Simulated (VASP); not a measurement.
Input of a VASP 6.6.1 run:

The input INCAR:

```
SYSTEM = Na
  ALGO = Normal
  EDIFF = 1E-6
  ENCUT = 500
  GGA = PS
  GGA_COMPAT = .FALSE.
  ISIF = 2
  ISMEAR = -1
  LASPH = .TRUE.
  LCHARG = .TRUE.
  LELF = .TRUE.
  LREAL = .FALSE.
  LVHAR = .TRUE.
  LWAVE = .FALSE.
  NBANDS = 10
  NELM = 120
  PREC = Accurate
  SIGMA = 0.05
```

Contents of KPOINTS:

```
k-points
0
G
  15 15 15
  0 0 0
```

File POSCAR:

```
Na
1.0
    0.0000000000      2.2243654298      2.2243654298
    2.2243654298      0.0000000000      2.2243654298
    2.2243654298      2.2243654298      0.0000000000
Na
1
Direct
    0.0000000000      0.0000000000      0.0000000000
```

Potentials or basis: VASP PAW PBE potentials, release 64 (Na_pv).

The run is started by

```console
$ cat potpaw_PBE.64/Na_pv/POTCAR > POTCAR
$ mpirun -np 1 vasp_std > vasp.out
```

Question: Estimate the band gap on the k mesh.

Answer: Zero (an odd number of electrons rules out a gap without spin polarisation).

Question: What does it give for the pressure?

Answer: 9.9 GPa.

Caveat: the cell stands under pressure; the PAW data sets were made with another functional, which shifts forces and pressure a little.
